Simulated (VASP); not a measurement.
# WS2 (P6_3/mmc) in VASP: further runs, part 2 of 2

VASP 6.6.1. The steps go on from the part before.

### Step 4. Single point, PBE+D3(BJ) (strain -0.080 along x and y, -0.080 along z)

INCAR reads:

```
  PREC = Accurate
  ENCUT = 520
  EDIFF = 1E-6
  ISMEAR = 0
  SIGMA = 0.05
  LREAL = F
  LASPH = T
  NELM = 80
  ALGO = Normal
  ISIF = 2
  LWAVE = F
  LCHARG = T
  GGA = PE
  IVDW = 12
  LELF = T
  LVHAR = T
  NBANDS = 35
```

KPOINTS reads:

```
Automatic mesh
0
Gamma
  12 12 4
```

POSCAR reads:

```
WS2
1.0
    2.9018696885      0.0000000000      0.0000000000
   -1.4509348443      2.5130928687      0.0000000000
    0.0000000000      0.0000000000     11.1687164036
W S
2 4
Direct
    0.3333333333      0.6666666667      0.2500000000
    0.6666666667      0.3333333333      0.7500000000
    0.3333333333      0.6666666667      0.6202874207
    0.6666666667      0.3333333333      0.1202874207
    0.3333333333      0.6666666667      0.8797125793
    0.6666666667      0.3333333333      0.3797125793
```

Potentials or basis: VASP PAW PBE potentials, release 64 (W_sv, S).

The run is started by

```
$ cat potpaw_PBE.64/W_sv/POTCAR potpaw_PBE.64/S/POTCAR > POTCAR
$ mpirun -np 1 vasp_std > vasp.out
```

OUTCAR:

```text
PREC = Accurate
   ENCUT = 520
   EDIFF = 1E-6
   ISMEAR = 0
   LREAL = F
   LASPH = T
   NELM = 80
   ISIF = 2
   GGA = PE
   IVDW = 12
 IVDW          = 12

 ion  position               nearest neighbor table
   1  0.333  0.667  0.250-   4 2.21   6 2.21   4 2.21   6 2.21   4 2.21   6 2.21
   2  0.667  0.333  0.750-   3 2.21   5 2.21   3 2.21   5 2.21   3 2.21   5 2.21
   3  0.333  0.667  0.620-   2 2.21   2 2.21   2 2.21
   4  0.667  0.333  0.120-   1 2.21   1 2.21   1 2.21
   5  0.333  0.667  0.880-   2 2.21   2 2.21   2 2.21
   6  0.667  0.333  0.380-   1 2.21   1 2.21   1 2.21
[... 1126 lines left out ...]
  -------------------------------------------------------------------------------------
  Total      35.69042    35.69042    38.98873    -0.00000     0.00000     0.00000
  in kB     702.05733   702.05733   766.93741    -0.00000     0.00000     0.00000
  external pressure =      723.68 kB  Pullay stress =        0.00 kB

 VOLUME and BASIS-vectors are now :
 -----------------------------------------------------------------------------
  energy-cutoff  :      520.00
  volume of cell :       81.45
      direct lattice vectors                 reciprocal lattice vectors
     2.901869689  0.000000000  0.000000000     0.344605412  0.198958027  0.000000000
    -1.450934844  2.513092869  0.000000000     0.000000000  0.397916055  0.000000000
     0.000000000  0.000000000 11.168716404     0.000000000  0.000000000  0.089535804

 POSITION                                       TOTAL-FORCE (eV/Angst)
 -----------------------------------------------------------------------------------
     -0.00000      1.67540      2.79218         0.000000      0.000000      0.000000
      1.45093      0.83770      8.37654        -0.000000      0.000000      0.000000
     -0.00000      1.67540      6.92781         0.000000     -0.000000     -6.187846
      1.45093      0.83770      1.34346        -0.000000      0.000000     -6.187846
     -0.00000      1.67540      9.82526         0.000000     -0.000000      6.187846
      1.45093      0.83770      4.24090        -0.000000      0.000000      6.187846
 -----------------------------------------------------------------------------------
    total drift:                               -0.000000      0.000000     -0.000000

  FREE ENERGIE OF THE ION-ELECTRON SYSTEM (eV)
  ---------------------------------------------------
  free  energy   TOTEN  =       -45.5940134807 eV

  energy  without entropy=      -45.5940134807  energy(sigma->0) =      -45.59401348
```

stdout:

```text
POSCAR found type information on POSCAR W S
 POSCAR found :  2 types and       6 ions
 scaLAPACK will be used
 LDA part: xc-table for (Slater+PW92), standard interpolation
 POSCAR, INCAR and KPOINTS ok, starting setup
 FFT: planning ... GRIDC
 FFT: planning ... GRID_SOFT
 FFT: planning ... GRID
 WAVECAR not read
 entering main loop
```

Run time: 1.9 min. Hardware: 1 thread of Intel Xeon Platinum 8488C (Sapphire Rapids), shared host; peak memory 0.29 GiB.

What came out:

| Quantity | Value |
| --- | --- |
| Free energy | -45.5940 eV |
| Pressure | 72.4 GPa |
| Largest force | 6.188 eV/Å |
| Band gap on the k mesh | 0.44 eV, indirect (least direct gap 2.33 eV) |
| Dispersion energy per atom | -0.565 eV |

Forces on the atoms (eV/Å):
```
W    0.000  0.000  0.000
W    0.000  0.000  0.000
S    0.000  0.000 -6.188
S    0.000  0.000 -6.188
S    0.000  0.000  6.188
S    0.000  0.000  6.188
```

Caveat: the cell differs from its parent crystal (strain -0.080 along x and y, -0.080 along z); spin-orbit coupling is left out, which moves the levels of the heavy elements; forces of over 1 eV/Å act on the atoms, so gaps and moduli don't describe the material at rest. A k mesh can miss the band edges.

### Step 5. Single point, PBE+D3(BJ) (strain -0.080 along x and y, -0.040 along z)

INCAR reads:

```
SYSTEM = WS2
PREC = Accurate ; ENCUT = 520
EDIFF = 1E-6 ; ISMEAR = 0
SIGMA = 0.05 ; LREAL = .False.
LASPH = .True. ; NELM = 100
ALGO = Normal ; ISIF = 2
LWAVE = .False. ; LCHARG = .False.
GGA = PE ; IVDW = 12
NBANDS = 35
```

KPOINTS reads:

```
Automatic mesh
0
Gamma
  12 12 4
  0 0 0
```

POSCAR: that of step 4 with these lines changed.

```diff
@@ -4,3 +4,3 @@
    -1.4509348443      2.5130928687      0.0000000000
-    0.0000000000      0.0000000000     11.1687164036
+    0.0000000000      0.0000000000     11.6543127690
 W S
```

The run is started by

```
$ cat potpaw_PBE.64/W_sv/POTCAR potpaw_PBE.64/S/POTCAR > POTCAR
$ mpirun -np 1 vasp_std > vasp.out
```

Wall time 2.2 min (1 thread of Intel Xeon Platinum 8488C (Sapphire Rapids), shared host); peak memory 0.3 GiB.

It converged, with:

* Free energy: -46.9866 eV
* Pressure: 54.2 GPa
* Largest force: 4.175 eV/Å
* Band gap on the k mesh: 0.81 eV, indirect (least direct gap 2.19 eV)
* Dispersion energy per atom: -0.540 eV

Forces in eV/Å, atoms in the order of the input:
```
W    0.000  0.000  0.000
W    0.000  0.000  0.000
S    0.000  0.000 -4.175
S    0.000  0.000 -4.175
S    0.000  0.000  4.175
S    0.000  0.000  4.175
```

Stress tensor (GPa, compression positive):
```
56.29  0.00  0.00
 0.00 56.29  0.00
 0.00  0.00 49.89
```

Levels at points of the mesh, in eV from the valence-band top:
| k point | band 22 | band 23 | band 24 | band 25 | band 26 | band 27 | band 28 | band 29 | band 30 | band 31 |
| --- | --- | --- | --- | --- | --- | --- | --- | --- | --- | --- |
| (0.00, 0.00, 0.00) | -2.21 | -2.14 | -2.14 | -1.68 | 0.00 | 3.05 | 3.05 | 3.05 | 3.05 | 3.24 |
| (0.50, 0.00, 0.00) | -3.28 | -1.91 | -1.82 | -1.71 | -1.40 | 3.02 | 3.51 | 3.54 | 3.60 | 3.77 |
| (0.00, 0.00, 0.50) | -2.18 | -2.18 | -2.18 | -0.51 | -0.51 | 3.04 | 3.04 | 3.04 | 3.04 | 3.40 |
| (0.50, 0.00, 0.50) | -3.46 | -1.85 | -1.85 | -1.56 | -1.56 | 3.44 | 3.44 | 3.56 | 3.56 | 3.76 |

Caveat: the cell differs from its parent crystal (strain -0.080 along x and y, -0.040 along z); spin-orbit coupling is left out, which moves the levels of the heavy elements; forces of over 1 eV/Å act on the atoms, so gaps and moduli don't describe the material at rest.

### Step 6. Single point, PBE+D3(BJ) (strain -0.080 along x and y, +0.000 along z)

INCAR reads:

```
SYSTEM = WS2
PREC = Accurate
ENCUT = 520
EDIFF = 1E-7
ISMEAR = 0
SIGMA = 0.05
LREAL = .False.
LASPH = .True.
NELM = 60
ALGO = Normal
ISIF = 2
LWAVE = .False.
LCHARG = .False.
GGA = PE
IVDW = 12
NBANDS = 35
```

KPOINTS is that of step 5.

POSCAR: that of step 5 with these lines changed.

```diff
@@ -4,3 +4,3 @@
    -1.4509348443      2.5130928687      0.0000000000
-    0.0000000000      0.0000000000     11.6543127690
+    0.0000000000      0.0000000000     12.1399091344
 W S
```

Potentials or basis: VASP PAW PBE potentials, release 64 (W_sv, S).

The run is started by

```
$ cat potpaw_PBE.64/W_sv/POTCAR potpaw_PBE.64/S/POTCAR > POTCAR
$ mpirun -np 1 vasp_std > vasp.out
```

It took 2.5 min on 1 thread of Intel Xeon Platinum 8488C (Sapphire Rapids), shared host; peak memory 0.31 GiB.

The run converged. Its results:

| Property | Result |
| --- | --- |
| Free energy | -47.8338 eV |
| Pressure | 39.2 GPa |
| Largest force | 2.401 eV/Å |
| Band gap on the k mesh | 1.13 eV, indirect (least direct gap 2.07 eV) |
| Dispersion energy per atom | -0.517 eV |

Forces in eV/Å, atoms in the order of the input:
```
W    0.000  0.000  0.000
W    0.000  0.000  0.000
S    0.000  0.000 -2.401
S    0.000  0.000 -2.401
S    0.000  0.000  2.401
S    0.000  0.000  2.401
```

Stress tensor (GPa, compression positive):
```
45.22  0.00  0.00
 0.00 45.22  0.00
 0.00  0.00 27.25
```

Levels at points of the mesh, in eV from the valence-band top:
| k point | band 22 | band 23 | band 24 | band 25 | band 26 | band 27 | band 28 | band 29 | band 30 | band 31 |
| --- | --- | --- | --- | --- | --- | --- | --- | --- | --- | --- |
| (0.00, 0.00, 0.00) | -1.29 | -1.29 | -1.24 | -1.24 | 0.00 | 3.60 | 3.60 | 3.61 | 3.61 | 3.61 |
| (0.50, 0.00, 0.00) | -2.93 | -1.36 | -1.36 | -0.97 | -0.72 | 3.29 | 3.81 | 3.98 | 4.19 | 4.23 |
| (0.00, 0.00, 0.50) | -1.27 | -1.27 | -1.27 | -0.47 | -0.47 | 3.58 | 3.58 | 3.58 | 3.58 | 3.73 |
| (0.50, 0.00, 0.50) | -3.07 | -1.35 | -1.35 | -0.85 | -0.85 | 3.66 | 3.66 | 4.12 | 4.12 | 4.21 |

Caveat: the cell differs from its parent crystal (strain -0.080 along x and y, +0.000 along z); spin-orbit coupling is left out, which moves the levels of the heavy elements; forces of over 1 eV/Å act on the atoms, so gaps and moduli don't describe the material at rest. A k mesh can miss the band edges.

### Step 7. Summary

| cell | gap on the mesh (eV) | pressure (GPa) | largest force (eV/Å) |
| --- | --- | --- | --- |
| a = 3.280, b = 3.280, c = 11.169 Å, angles 90.0, 90.0, 120.0°, 6 atoms | none | 2.6 | 1.53 |
| a = 3.407, b = 3.407, c = 11.169 Å, angles 90.0, 90.0, 120.0°, 6 atoms | none | -8.1 | 0.65 |
| a = 2.902, b = 2.902, c = 11.169 Å, angles 90.0, 90.0, 120.0°, 6 atoms | 0.44 | 72.4 | 6.19 |
| a = 2.902, b = 2.902, c = 11.654 Å, angles 90.0, 90.0, 120.0°, 6 atoms | 0.81 | 54.2 | 4.18 |
| a = 2.902, b = 2.902, c = 12.140 Å, angles 90.0, 90.0, 120.0°, 6 atoms | 1.13 | 39.2 | 2.40 |

Alike in all rows: task single point; level PBE+D3(BJ); potentials or basis VASP PAW PBE potentials, release 64 (W_sv, S); no spin polarisation; k mesh 12 × 12 × 4; cutoff (eV) 520; smearing gaussian 0.05 eV.

Caveats: spin-orbit coupling is left out, which moves the levels of the heavy elements; forces of over 1 eV/Å act on the atoms, so gaps and moduli don't describe the material at rest (some runs); pairwise dispersion overbinds metals, which lowers pressure and volume (some runs).

Absolute energies hang on the potentials; compare differences alone.
